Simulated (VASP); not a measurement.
# Si (Im-3m) in VASP: further runs, part 2 of 2

VASP 6.6.1. The steps go on from the part before.

## (4) Relaxation of cell and atoms, PBE

This run uses another cell than the first one, of 23.93 Å³/atom, 1.268 times its volume.

The input, INCAR:

```
  PREC = Accurate
  ENCUT = 600
  EDIFF = 1E-7
  ISMEAR = 0
  SIGMA = 0.1
  LREAL = F
  LASPH = T
  NELM = 100
  ALGO = Normal
  ISIF = 3
  LWAVE = F
  LCHARG = F
  GGA = PE
  IBRION = 2
  NSW = 90
  EDIFFG = -0.04
```

The input, KPOINTS:

```
Automatic mesh
0
Gamma
  6 6 6
```

The input, POSCAR:

```
Si
1.0
   -2.6183379600      2.6183379600      2.6183379600
    2.6183379600     -2.6183379600      2.6183379600
    2.6183379600      2.6183379600     -2.6183379600
Si
3
Direct
    0.0000000000      0.5000000000      0.5000000000
    0.5000000000      0.0000000000      0.5000000000
    0.5000000000      0.5000000000      0.0000000000
```

Potentials or basis: VASP PAW PBE potentials, release 64 (Si).

Run with:

```sh
cat potpaw_PBE.64/Si/POTCAR > POTCAR
mpirun -np 1 vasp_std > vasp.out
```

OUTCAR:

```text
PREC = Accurate
   ENCUT = 600
   EDIFF = 1E-7
   ISMEAR = 0
   LREAL = F
   LASPH = T
   NELM = 100
   ISIF = 3
   GGA = PE
   IBRION = 2
   NSW = 90
   EDIFFG = -0.04

 ion  position               nearest neighbor table
   1  0.000  0.500  0.500-   2 2.62   3 2.62   3 2.62   2 2.62
   2  0.500  0.000  0.500-   1 2.62   3 2.62   3 2.62   1 2.62
   3  0.500  0.500  0.000-   1 2.62   2 2.62   2 2.62   1 2.62

  LATTYP: Found a body centered cubic cell.
 ALAT       =     5.2366759200

  Lattice vectors:

 A1 = (  -2.6183379600,   2.6183379600,   2.6183379600)
 A2 = (   2.6183379600,  -2.6183379600,   2.6183379600)
 A3 = (   2.6183379600,   2.6183379600,  -2.6183379600)

Analysis of symmetry for initial positions (statically):
=====================================================================
 Subroutine PRICEL returns:
 Original cell was already a primitive cell.

 Routine SETGRP: Setting up the symmetry group for a
 body centered cubic supercell.

 Subroutine GETGRP returns: Found 48 space group operations
 (whereof 48 operations were pure point group operations)
 out of a pool of 48 trial point group operations.

The static configuration has the point symmetry O_h .

Analysis of symmetry for dynamics (positions and initial velocities):
=====================================================================
 Subroutine PRICEL returns:
 Original cell was already a primitive cell.

 Routine SETGRP: Setting up the symmetry group for a
 body centered cubic supercell.

 Subroutine GETGRP returns: Found 48 space group operations
 (whereof 48 operations were pure point group operations)
 out of a pool of 48 trial point group operations.

The dynamic configuration has the point symmetry O_h .

 Subroutine INISYM returns: Found 48 space group operations
 (whereof 48 operations are pure point group operations),
 and found     1 'primitive' translations

----------------------------------------------------------------------------------------
[... 98 lines left out ...]
   NUPDOWN=      -1.0000    fix difference up-down
   EMIN   =  10.00;   EMAX   =-10.00  energy-range for DOS
   EFERMI =   0.00;   METHOD = LEGACY
   ISMEAR =     0;   SIGMA  =   0.10  broadening in eV -4-tet -1-fermi 0-gaus
   EFERMI_NEDOS =   21; number of points for ismear=-14 and -15
   IALGO  =     38    algorithm
   IMIX   =      4    mixing-type and parameters
     AMIX     =   0.40;   BMIX     =  1.00
     AMIX_MAG =   1.60;   BMIX_MAG =  1.00
  volume/ion in A,a.u.               =      23.93       161.51
  Fermi-wavevector in a.u.,A,eV,Ry     =   0.901757  1.704074 11.063792  0.813166
  Thomas-Fermi vector in A             =   2.024877
   LORBIT       =      0    0 simple, 1 ext, 2 COOP (PROOUT), +10 PAW based schemes
   GGA     = PE    functional components
   LHFCALC =     F    Hartree Fock is set to
   AEXX    =    0.0000 exact exchange contribution
   IVDW    =     0    specifies the selected vdW correction
   LEPSILON=     F    determine dielectric tensor
   LRPA    =     F    only Hartree local field effects (RPA)
 conjugate gradient relaxation of ions
 non-spin polarized calculation
 Gauss-broadening in eV      SIGMA  =   0.10
  energy-cutoff  :      600.00
  volume of cell :       71.80
 maximum number of plane-waves:      2454
   NGX = 19   NGY = 19   NGZ = 19

--------------------------------------- Ionic step        1  -------------------------------------------

 number of electron      11.9999998 magnetization

 Free energy of the ion-electron system (eV)
  ---------------------------------------------------
  ext. energy  EPLUGINS =         0.00000000
  ---------------------------------------------------
  free energy    TOTEN  =       -13.40133305 eV

  energy without entropy =      -13.39244126  energy(sigma->0) =      -13.39688716

------------------------ aborting loop because EDIFF is reached ----------------------------------------

  FORCE on cell =-STRESS in cart. coord.  units (eV):
  Direction    XX          YY          ZZ          XY          YZ          ZX
  --------------------------------------------------------------------------------------
  -------------------------------------------------------------------------------------
  Total       -4.4682182     -4.4682182     -4.4682182     -0.0000000      0.0000000     -0.0000000
  in kB      -99.7029156    -99.7029156    -99.7029156     -0.0000000      0.0000000     -0.0000000
  external PRESSURE =     -99.7029156 kB  Pullay stress =       0.0000000 kB
[... 61 lines left out ...]
--------------------------------------- Ionic step        3  -------------------------------------------

 number of electron      12.0000001 magnetization

 Free energy of the ion-electron system (eV)
  ---------------------------------------------------
  ext. energy  EPLUGINS =         0.00000000
  ---------------------------------------------------
  free energy    TOTEN  =       -13.99048901 eV

  energy without entropy =      -13.98721339  energy(sigma->0) =      -13.98885120

 E-fermi :   6.6307     XC(G=0):  -9.9070

 val. band max:        6.4785114072   @ k =   0.3333   0.0000   0.0000
 cond. band min:       6.7363375715   @ k =  -0.3333   0.5000   0.1667
 fundamental gap:      0.2578261644
 Fermi energy:         6.6307105668

 k-point     1 :       0.0000    0.0000    0.0000
  band No.  band energies     occupation
      1      -5.8856      2.00000
      2       3.7486      2.00000
      3       3.7486      2.00000
      4       3.7486      2.00000
      5       4.3612      2.00000
      6       4.3612      2.00000
      7       7.8068      0.00000
      8       7.8068      0.00000
      9       7.8068      0.00000
     10       9.4027      0.00000
[... 223 lines left out ...]
  FREE ENERGIE OF THE ION-ELECTRON SYSTEM (eV)
  ---------------------------------------------------
  free  energy   TOTEN  =       -13.9904890112 eV

  energy  without entropy=      -13.9872133902  energy(sigma->0) =      -13.98885120

 reached required accuracy - stopping structural energy minimisation
```

OSZICAR:

```text
N       E                     dE             d eps       ncg     rms          rms(c)
DAV:   1     0.224092859457E+02    0.22409E+02   -0.51278E+03   320   0.108E+03
DAV:   2    -0.120581828596E+02   -0.34467E+02   -0.33074E+02   452   0.121E+02
DAV:   3    -0.135122352363E+02   -0.14541E+01   -0.14327E+01   424   0.236E+01
[... 25 lines left out ...]
DAV:   4    -0.139904884290E+02   -0.67802E-07   -0.10205E-05   352   0.272E-02    0.330E-02
DAV:   5    -0.139904892567E+02   -0.82772E-06   -0.33216E-06   328   0.112E-02    0.553E-03
DAV:   6    -0.139904888447E+02    0.41193E-06   -0.18620E-07   214   0.319E-03    0.875E-04
DAV:   7    -0.139904889981E+02   -0.15334E-06   -0.15840E-08   166   0.107E-03    0.383E-04
DAV:   8    -0.139904890112E+02   -0.13072E-07   -0.14101E-09   166   0.330E-04
   3 F= -.13990489E+02 E0= -.13988851E+02  d E =-.589156E+00
```

CONTCAR:

```text
Si
   1.00000000000000
    -2.4189773641873549    2.4189773641873549    2.4189773641873549
     2.4189773641873549   -2.4189773641873549    2.4189773641873549
     2.4189773641873549    2.4189773641873549   -2.4189773641873549
  Si
     3
Direct
     0.0000000000000000    0.5000000000000000    0.5000000000000000
     0.5000000000000000    0.0000000000000000    0.5000000000000000
     0.5000000000000000    0.5000000000000000    0.0000000000000000

  0.00000000E+00  0.00000000E+00  0.00000000E+00
  0.00000000E+00  0.00000000E+00  0.00000000E+00
  0.00000000E+00  0.00000000E+00  0.00000000E+00
```

Run time: 33 s. Hardware: 1 thread of Intel Xeon Platinum 8259CL at 2.50GHz (Skylake/Cascade Lake), shared host; peak memory 0.2 GiB.

What came out:

* Free energy: -13.9905 eV
* Relaxed volume: 18.87 Å³/atom
* Relaxed cell: a = 4.190 Å, b = 4.190 Å, c = 4.190 Å, α = 109.47°, β = 109.47°, γ = 109.47°
* Space group after relaxing (to 0.05 Å): Im-3m (No. 229)
* Energy gained by relaxing: 196.4 meV/atom
* Ionic steps: 3
* Pressure after relaxing: 0.0 GPa
* Band gap on the k mesh: zero (band 6 reaches 7.63 eV, above the bottom of band 7 at 6.43 eV)

The path:
```csv
step,energy change (eV),largest force (eV/Å),pressure (GPa),volume (Å³)
1,0.0000,0.0000,-9.97,71.80
2,-0.5865,0.0000,-1.01,57.41
3,-0.5892,0.0000,-0.03,56.62
```

Final structure:
```
CELL_PARAMETERS angstrom
-2.41898 2.41898 2.41898
2.41898 -2.41898 2.41898
2.41898 2.41898 -2.41898
ATOMIC_POSITIONS crystal
Si 0.00000 0.50000 0.50000
Si 0.50000 0.00000 0.50000
Si 0.50000 0.50000 0.00000
```

Levels at points of the mesh, in eV from the Fermi level:
| k point | band 3 | band 4 | band 5 | band 6 | band 7 | band 8 | band 9 | band 10 |
| --- | --- | --- | --- | --- | --- | --- | --- | --- |
| (0.00, 0.00, 0.00) | -2.88 | -2.88 | -2.27 | -2.27 | 1.18 | 1.18 | 1.18 | 2.77 |
| (0.50, 0.00, 0.00) | -4.88 | -3.96 | -1.74 | -1.02 | 0.61 | 2.40 | 3.44 | 4.73 |
| (0.50, 0.50, 0.50) | -5.59 | -5.59 | -5.59 | -2.83 | 3.63 | 3.63 | 3.63 | 6.82 |

Caveat: the volume moved by over 15 % at a fixed basis, so the end points are rough.

## (5) Summary

```tsv
task	cell	cutoff (eV)	gap on the mesh (eV)	pressure (GPa)
single point	a = 4.190 Å, angles 109.5°, 3 atoms	520	none	-0.1
single point	a = 4.535 Å, angles 109.5°, 3 atoms	520	none	-10.0
relaxation of cell and atoms	relaxed from a = 4.535 Å, angles 109.5°, 3 atoms	600	none	0.0
```

Alike in all rows: level PBE; potentials or basis VASP PAW PBE potentials, release 64 (Si); no spin polarisation; k mesh 6 × 6 × 6; smearing gaussian 0.1 eV.

Caveats: the volume moved by over 15 % at a fixed basis, so the end points are rough (some runs).

Absolute energies hang on the potentials; compare differences alone.
